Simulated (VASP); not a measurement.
Set up this calculation in VASP 6.6.1, as the native input.

| Quantity | Value |
| --- | --- |
| Task | single point |
| Functional | PBE |
| Potentials or basis | VASP PAW PBE potentials, release 64 (Cd, Se) |
| Cutoff | 500 eV |
| k mesh | 2 × 2 × 2 |
| Occupations | fermi-dirac, width 0.05 eV |
| Spin | no spin polarisation |
| Dipole correction | no |
| Further INCAR settings | ALGO = Normal; EDIFF = 1e-06; NBANDS = 86 |

The structure of CdSe lies in POSCAR:

```
CdSe
1.0
    0.0000000000      6.1405424000      6.1405424000
    6.1405424000      0.0000000000      6.1405424000
    6.1405424000      6.1405424000      0.0000000000
Cd Se
8 8
Direct
    0.0000000000      0.0000000000      0.0000000000
    0.0000000000      0.0000000000      0.5000000000
    0.0000000000      0.5000000000      0.0000000000
    0.0000000000      0.5000000000      0.5000000000
    0.5000000000      0.0000000000      0.0000000000
    0.5000000000      0.0000000000      0.5000000000
    0.5000000000      0.5000000000      0.0000000000
    0.5000000000      0.5000000000      0.5000000000
    0.3750000000      0.3750000000      0.3750000000
    0.3750000000      0.3750000000      0.8750000000
    0.3750000000      0.8750000000      0.3750000000
    0.3750000000      0.8750000000      0.8750000000
    0.8750000000      0.3750000000      0.3750000000
    0.8750000000      0.3750000000      0.8750000000
    0.8750000000      0.8750000000      0.3750000000
    0.8750000000      0.8750000000      0.8750000000
```

One way to write it, as run:

INCAR

```
SYSTEM = CdSe
PREC = Accurate ; ENCUT = 500
EDIFF = 1E-6 ; ISMEAR = -1
SIGMA = 0.05 ; LREAL = .FALSE.
LASPH = .TRUE. ; NELM = 120
ALGO = Normal ; ISIF = 2
LWAVE = .FALSE. ; LCHARG = .FALSE.
GGA = PE ; NBANDS = 86
GGA_COMPAT = .FALSE.
```

KPOINTS

```
regular mesh
0
G
  2 2 2
  0 0 0
```

Potentials or basis: VASP PAW PBE potentials, release 64 (Cd, Se).

Command:

```bash
$ cat potpaw_PBE.64/Cd/POTCAR potpaw_PBE.64/Se/POTCAR > POTCAR
$ mpirun -np 1 vasp_std > vasp.out
```

It gave:

The pressure is 1.7 GPa and the band gap on the k mesh is 0.53 eV.

Caveat: the k points lie up to 0.44 Å⁻¹ apart; semilocal functionals underestimate gaps, and a narrow one can read as zero.

Run time: 3.5 min on 1 thread of Intel(R) Xeon(R) 6975P-C (Granite Rapids) (shared host), peak memory 0.57 GiB.
